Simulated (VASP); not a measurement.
Write the native input for VASP 6.6.1 that does the following.

```
Task                   : single point
Functional             : PBE
Potentials or basis    : VASP PAW PBE potentials, release 64 (Re)
Cutoff                 : 520 eV
k mesh                 : 14 × 14 × 8
Occupations            : fermi-dirac, width 0.08 eV
Spin                   : no spin polarisation
Dipole correction      : no
Further INCAR settings : ALGO = Normal; EDIFF = 1e-07; NBANDS = 14
```

The structure of Re lies in POSCAR:

```
Re
1.0
    2.7277339515      0.0000000000      0.0000000000
   -1.3638669757      2.3622868968      0.0000000000
    0.0000000000      0.0000000000      4.4098328970
Re
2
Direct
    0.3333333333      0.6666666667      0.2500000000
    0.6666666667      0.3333333333      0.7500000000
```

These files were run (other wordings do the same):

INCAR

```
SYSTEM = Re
PREC = Accurate
ENCUT = 520
EDIFF = 1E-7
ISMEAR = -1
SIGMA = 0.08
LREAL = .FALSE.
LASPH = .TRUE.
NELM = 80
ALGO = Normal
ISIF = 2
LWAVE = .FALSE.
LCHARG = .FALSE.
GGA = PE
NBANDS = 14
```

KPOINTS

```
Automatic mesh
0
G
  14 14 8
  0 0 0
```

Potentials or basis: VASP PAW PBE potentials, release 64 (Re).

Run with:

```console
$ cat potpaw_PBE.64/Re/POTCAR > POTCAR
$ mpirun -np 1 vasp_std > vasp.out
```

It gave:

The pressure is 20.8 GPa and the band gap on the k mesh is zero (bands 7 and 8 overlap by 3.43 eV).

Caveat: the cell stands under pressure; spin-orbit coupling is left out, which moves the levels of the heavy elements.

It took 21 s on 1 thread of Intel(R) Xeon(R) 6975P-C (Granite Rapids) (shared host), peak memory 0.17 GiB.
